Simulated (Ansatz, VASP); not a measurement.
## One calculation of Si2B3, two programs

```
Si B
1.0
    -1.37294    1.37294    6.47762
     1.37294   -1.37294    6.47762
     1.37294    1.37294   -6.47762
Si B
2 3
Direct
  0.16023 0.16023 0.00000
  0.83977 0.83977 0.00000
  0.00000 0.00000 0.00000
  0.43650 0.43650 0.00000
  0.56350 0.56350 0.00000
```

Change from the starting cell: species swapped into the Nb3Au2 type (I4/mmm, No. 139).

Alike in both runs: functional PBE; k mesh 8 × 8 × 8; occupations gaussian, width 0.2 eV; no spin polarisation.

Ansatz relaxed the structure, and its values are those at the end. VASP's run is a single point on that final structure, the one shown.

|  | VASP | Ansatz |
| --- | --- | --- |
| version | VASP 6.6.1 | Ansatz 0.2.0 |
| potentials or method | VASP PAW PBE potentials, release 64 (Si, B), cutoff 500 eV | scalar-relativistic, plane waves, PAW |
| valence electrons in the cell | 17 | 17 |

VASP gave:

| Property | Result |
| --- | --- |
| gap on the k mesh at the Fermi level (eV) | none |
| pressure (GPa) | -0.1 |
| rms of the force components (eV/Å) | 0.008 |

Task: What did Ansatz give for the same quantities?

Result: gap on the k mesh at the Fermi level (eV): none; pressure (GPa): -0.1; rms of the force components (eV/Å): 0.002.

A gap of «none» marks a metal or a gap that the smearing closes. The functional is the same, so the differences come from potentials, cutoffs and numerics.

The k mesh is coarse, so the values compare programs but aren't converged.
